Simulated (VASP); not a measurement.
Crystal: TePb.

```
Pb Te
1.0
     0.00000    3.33319    3.33319
     3.33319    0.00000    3.33319
     3.33319    3.33319    0.00000
Pb Te
1 1
Direct
  0.00000 0.00000 0.00000
  0.50000 0.50000 0.50000
```

This cell differs from its parent crystal: strain +2.0%.

Base run:

- Program: VASP 6.6.1
- Functional: r2SCAN
- Potentials or basis: VASP PAW PBE potentials, release 64 (Pb_d, Te)
- Cutoff: 520 eV
- k mesh: 8 × 8 × 8
- Occupations: gaussian, width 0.01 eV
- Spin: no spin polarisation

Its results: band gap on the k mesh 1.20 eV; pressure -2.2 GPa.

The run is repeated on the same cell with these changes: functional from r2SCAN to PBE; occupations from gaussian, width 0.01 eV to fermi-dirac, width 0.02 eV. What comes out?

Band gap on the k mesh 0.91 eV; pressure -1.6 GPa.

Caveats: spin-orbit coupling is left out, which moves the levels of the heavy elements; the PAW data sets were made with another functional, which shifts forces and pressure a little (at least some runs).

A k mesh can miss the band edges.
